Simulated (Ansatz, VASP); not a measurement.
One calculation of PbSe, two programs

INCAR

```
SYSTEM = PbSe
PREC = Accurate ; ENCUT = 520
EDIFF = 1E-7 ; ISMEAR = 0
SIGMA = 0.01 ; LREAL = .FALSE.
LASPH = .TRUE. ; NELM = 100
ALGO = Normal ; ISIF = 2
LWAVE = .FALSE. ; LCHARG = .TRUE.
GGA = PE ; LELF = .TRUE.
LVHAR = .TRUE. ; NBANDS = 28
```

The input KPOINTS:

```
regular mesh
0
G
  6 6 4
  0 0 0
```

File POSCAR:

```
PbSe
1.0
    5.2591672529      0.0000000000      0.0000000000
   -2.6295836265      4.5545724437      0.0000000000
    0.0000000000      0.0000000000      6.3255903140
Pb Se
2 2
Direct
    0.3333333333      0.6666666667     -0.0648560059
    0.6666666667      0.3333333333      0.4351439941
    0.3333333333      0.6666666667      0.4398560059
    0.6666666667      0.3333333333      0.9398560059
```

Input for Ansatz:

```yaml
crystal:
  lattice:
    - [5.2591672529, 0.0, 0.0]
    - [-2.6295836265, 4.5545724437, 0.0]
    - [0.0, 0.0, 6.325590314]
  atoms:
    - { symbol: Pb, position: [0.3333333333, 0.6666666667, -0.0648560059] }
    - { symbol: Pb, position: [0.6666666667, 0.3333333333, 0.4351439941] }
    - { symbol: Se, position: [0.3333333333, 0.6666666667, 0.4398560059] }
    - { symbol: Se, position: [0.6666666667, 0.3333333333, 0.9398560059] }
kpoints:
  mp_grid: { grid: [6, 6, 4] }
hamiltonian:
  xc: pbe
scf:
  occupations: { method: fixed }
  n_extra_bands: 5
output:
  forces: true
  stress: true
  eigenvalues: true
```

Alike in both runs: task single point; functional PBE; k mesh 6 × 6 × 4; no spin polarisation.

|  | VASP | Ansatz |
| --- | --- | --- |
| version | VASP 6.6.1 | Ansatz 0.2.0 |
| potentials or method | VASP PAW PBE potentials, release 64 (Pb_d, Se) | plane waves, PAW |
| plane-wave cutoff (eV) | 520 | 420 |
| occupations | gaussian, width 0.01 eV | fixed |
| valence electrons in the cell | 40 | 60 |

```tsv
	VASP	Ansatz	Ansatz less VASP
gap on the k mesh at the Fermi level (eV)	1.22	1.22	-0.003
pressure (GPa)	-1.0	-1.0	+0.02
traceless stress, the component that is largest in VASP (GPa)	-0.05	-0.05	+0.002
rms of the force components (eV/Å)	0.003	0.004	+0.0003
```

Atom by atom the forces differ by 0.000 eV/Å (rms over components). VASP's potentials hold 40 valence electrons a cell and Ansatz's 60, so a difference there can come from the potentials and not from the codes.

Neither program's run includes spin-orbit coupling.
